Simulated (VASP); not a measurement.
Write the native input for VASP 6.6.1 that does the following.

| Quantity | Value |
| --- | --- |
| Task | single point |
| Functional | PBEsol |
| Potentials or basis | VASP PAW PBE potentials, release 64 (B) |
| Cutoff | 520 eV |
| k mesh | 24 × 24 × 8 |
| Occupations | gaussian, width 0.1 eV |
| Spin | no spin polarisation |
| Dipole correction | no |
| Further INCAR settings | ALGO = Normal; EDIFF = 1e-06; NBANDS = 14 |

The structure of B lies in POSCAR:

```
B
1.0
    2.3184140742      0.0000000000      0.0000000000
   -1.1592070371      2.0078054848      0.0000000000
    0.0000000000      0.0000000000      5.4604310116
B
4
Direct
    0.0000000000      0.0000000000      0.0000000000
    0.0000000000      0.0000000000      0.5000000000
    0.3333333333      0.6666666667      0.7500000000
    0.6666666667      0.3333333333      0.2500000000
```

These files were run (other wordings do the same):

INCAR

```
SYSTEM = B
PREC = Accurate
ENCUT = 520
EDIFF = 1E-6
ISMEAR = 0
SIGMA = 0.1
LREAL = .FALSE.
LASPH = .TRUE.
NELM = 60
ALGO = Normal
ISIF = 2
LWAVE = .FALSE.
LCHARG = .TRUE.
GGA = PS
LELF = .TRUE.
LVHAR = .TRUE.
NBANDS = 14
```

KPOINTS

```
Automatic mesh
0
G
  24 24 8
  0 0 0
```

Potentials or basis: VASP PAW PBE potentials, release 64 (B).

Command:

```bash
$ cat potpaw_PBE.64/B/POTCAR > POTCAR
$ mpirun -np 1 vasp_std > vasp.out
```

It gave:

```yaml
Pressure: 0.2 GPa
Band_gap_on_the_k_mesh: zero (band 6 reaches 16.29 eV, above the bottom of band 7 at 5.97 eV)
```

Caveat: the PAW data sets were made with another functional, which shifts forces and pressure a little.

Wall time 61 s on 1 thread of Intel(R) Xeon(R) Platinum 8375C CPU @ 2.90GHz (Ice Lake) (shared host), peak memory 0.2 GiB.
